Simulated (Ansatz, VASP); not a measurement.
## WSe2: VASP beside Ansatz

File INCAR:

```
SYSTEM = WSe2
PREC     = Accurate       ! precision mode
ENCUT    = 520            ! plane-wave cutoff, eV
EDIFF    = 1E-6           ! SCF threshold, eV
ISMEAR   = 0              ! smearing method
SIGMA    = 0.02           ! smearing width, eV
LREAL    = .FALSE.        ! projectors in reciprocal space
LASPH    = .TRUE.         ! aspherical terms in the spheres
NELM     = 80             ! most SCF steps
ALGO     = Normal         ! electronic algorithm
ISIF     = 2              ! what is computed and relaxed
LWAVE    = .FALSE.        ! write WAVECAR
LCHARG   = .FALSE.        ! write CHGCAR
LDIPOL   = .TRUE.       
IDIPOL   = 3            
DIPOL    = 0.5 0.5 0.500
GGA      = PE             ! functional
IVDW     = 12             ! dispersion correction
NBANDS   = 20             ! bands
```

Contents of KPOINTS:

```
regular mesh
0
G
  9 9 1
  0 0 0
```

POSCAR

```
WSe2
1.0
    3.1540000000      0.0000000000      0.0000000000
   -1.5770000000      2.7314441236      0.0000000000
    0.0000000000      0.0000000000     32.7373831004
Se W
2 1
Direct
    0.3333333333      0.6666666667      0.4476439520
    0.3333333333      0.6666666667      0.5523560480
    0.6666666667      0.3333333333      0.5000000000
```

Input for Ansatz:

```yaml
crystal:
  lattice:
    - [3.154, 0.0, 0.0]
    - [-1.577, 2.7314441236, 0.0]
    - [0.0, 0.0, 32.7373831004]
  atoms:
    - { symbol: Se, position: [0.3333333333, 0.6666666667, 0.447643952] }
    - { symbol: W, position: [0.6666666667, 0.3333333333, 0.5] }
    - { symbol: Se, position: [0.3333333333, 0.6666666667, 0.552356048] }
  periodic: [true, true, false]
basis:
  ecutwfc: 420
kpoints:
  mp_grid: { grid: [9, 9, 1] }
hamiltonian:
  xc: pbe
  pseudopotentials: { kind: paw, azcp: { folder: soft_1 } }
  dispersion: d3bj
scf:
  occupations: { method: gaussian, width: 0.02 }
output:
  forces: true
  stress: true
  eigenvalues: true
```

Alike in both runs: task single point; functional PBE; dispersion D3(BJ); k mesh 9 × 9 × 1; occupations gaussian, width 0.02 eV; no spin polarisation.

```csv
,VASP,Ansatz
version,VASP 6.6.1,Ansatz 0.2.0
potentials or method,"VASP PAW PBE potentials, release 64 (Se, W_sv), cutoff 520 eV","scalar-relativistic, plane waves, PAW"
valence electrons in the cell,26,46
```

|  | VASP | Ansatz | Ansatz less VASP |
| --- | --- | --- | --- |
| gap on the k mesh at the Fermi level (eV) | 1.59 | 1.59 | -0.001 |
| least direct gap on the mesh (eV) | 2.23 | 2.23 | +0.004 |
| rms of the force components (eV/Å) | 0.218 | 0.190 | -0.0273 |

VASP's potentials hold 26 valence electrons a cell and Ansatz's 46, so a difference there can come from the potentials and not from the codes.

Neither program's run includes spin-orbit coupling.
